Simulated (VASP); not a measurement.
Here is a VASP 6.6.1 calculation.

The input INCAR:

```
ALGO     = Normal         # electronic algorithm
EDIFF    = 1E-6           # SCF threshold, eV
ENCUT    = 600            # plane-wave cutoff, eV
GGA_COMPAT= False        
ISIF     = 2              # what is computed and relaxed
ISMEAR   = -1             # smearing method
ISPIN    = 2              # spin polarisation
LASPH    = True           # aspherical terms in the spheres
LCHARG   = False          # write CHGCAR
LMAXMIX  = 4              # l up to which the mixer works
LORBIT   = 11             # projections on sites
LREAL    = False          # projectors in reciprocal space
LWAVE    = False          # write WAVECAR
MAGMOM   = 0.2            # initial moments
NBANDS   = 16             # bands
NELM     = 200            # most SCF steps
NUPDOWN  = 0.2            # fixed moment
PREC     = Accurate       # precision mode
SIGMA    = 0.05           # smearing width, eV
```

Contents of KPOINTS:

```
k-points
0
Gamma
  14 14 14
```

File POSCAR:

```
Cu
1.0
   -1.4427933200      1.4427933200      1.3760814500
    1.4427933200     -1.4427933200      1.3760814500
    1.4427933200      1.4427933200     -1.3760814500
Cu
1
Direct
    0.0000000000      0.0000000000      0.0000000000
```

Potentials or basis: VASP PAW LDA potentials, release 64 (Cu).

Launch:

```sh
$ cat potpaw_LDA.64/Cu/POTCAR > POTCAR
$ mpirun -np 1 vasp_std > vasp.out
```

(1) What does it give for the pressure?

## Answers

(1) -6.3 GPa.

Caveat: the cell stands under tension; the total moment is fixed, so each spin has its own Fermi level.
